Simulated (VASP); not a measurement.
Set up this calculation in VASP 6.6.1, as the native input.

| Quantity | Value |
| --- | --- |
| Task | single point |
| Functional | r2SCAN |
| Potentials or basis | VASP PAW PBE potentials, release 64 (Ta_pv, F, Ag) |
| Cutoff | 520 eV |
| k mesh | 4 × 4 × 4 |
| Occupations | fermi-dirac, width 0.1436 eV |
| Spin | no spin polarisation |
| Dipole correction | no |
| Further INCAR settings | ALGO = Normal; EDIFF = 1e-06; NBANDS = 54 |

TaAgF3:

```
Ta F Ag
1.0
     5.81001    0.00000    0.00000
    -2.90500    5.03162    0.00000
     0.00000   -3.35441    4.80512
Ta F Ag
2 6 2
Direct
  0.00000 0.00000 0.00000
  0.50000 0.00000 0.50000
  0.81080 0.51170 0.75300
  0.24130 0.05210 0.75300
  0.70090 0.94220 0.75300
  0.74130 0.94220 0.25300
  0.20090 0.51170 0.25300
  0.31080 0.05210 0.25300
  0.24920 0.49840 0.74760
  0.74920 0.49840 0.24760
```

The input as run:

POSCAR

```
TaAgF3
1.0
    5.8100050000      0.0000000000      0.0000000000
   -2.9050030000      5.0316180000      0.0000000000
    0.0000000000     -3.3544080000      4.8051180000
Ta F Ag
2 6 2
Direct
    0.0000000000      0.0000000000      0.0000000000
    0.5000000000      0.0000000000      0.5000000000
    0.8108000000      0.5117000000      0.7530000000
    0.2413000000      0.0521000000      0.7530000000
    0.7009000000      0.9422000000      0.7530000000
    0.7413000000      0.9422000000      0.2530000000
    0.2009000000      0.5117000000      0.2530000000
    0.3108000000      0.0521000000      0.2530000000
    0.2492000000      0.4984000000      0.7476000000
    0.7492000000      0.4984000000      0.2476000000
```

INCAR.step1

```
  PREC = Accurate
  ENCUT = 520
  ISMEAR = -1
  SIGMA = 0.1436
  LREAL = F
  LASPH = T
  NELM = 80
  NBANDS = 54
  GGA = PE
  ALGO = Normal
  EDIFF = 1E-4
  LWAVE = T
  LCHARG = F
```

INCAR.step2

```
  PREC = Accurate
  ENCUT = 520
  EDIFF = 1E-6
  ISMEAR = -1
  SIGMA = 0.1436
  LREAL = F
  LASPH = T
  NELM = 80
  ALGO = Normal
  ISIF = 2
  LWAVE = F
  LCHARG = T
  METAGGA = R2SCAN
  LMIXTAU = T
  LELF = T
  LVHAR = T
  NBANDS = 54
  ISTART = 1
```

KPOINTS

```
Automatic mesh
0
Gamma
  4 4 4
```

Potentials or basis: VASP PAW PBE potentials, release 64 (Ta_pv, F, Ag).

Launch:

```bash
$ cat potpaw_PBE.64/Ta_pv/POTCAR potpaw_PBE.64/F/POTCAR potpaw_PBE.64/Ag/POTCAR > POTCAR
$ cp INCAR.step1 INCAR
$ mpirun -np 1 vasp_std > vasp.out
$ cp INCAR.step2 INCAR
$ mpirun -np 1 vasp_std > vasp.out
```

Results of the run:

```yaml
Pressure: 3.9 GPa
Largest_force: 1.158 eV/Å
Band_gap_on_the_k_mesh: zero (bands 43 and 44 overlap by 0.84 eV)
```

Caveat: the cell stands under pressure; the PAW data sets were made with another functional, which shifts forces and pressure a little; spin-orbit coupling is left out, which moves the levels of the heavy elements.

Run time: 12 min on 1 thread of Intel Xeon 8259CL (shared host), peak memory 0.4 GiB.
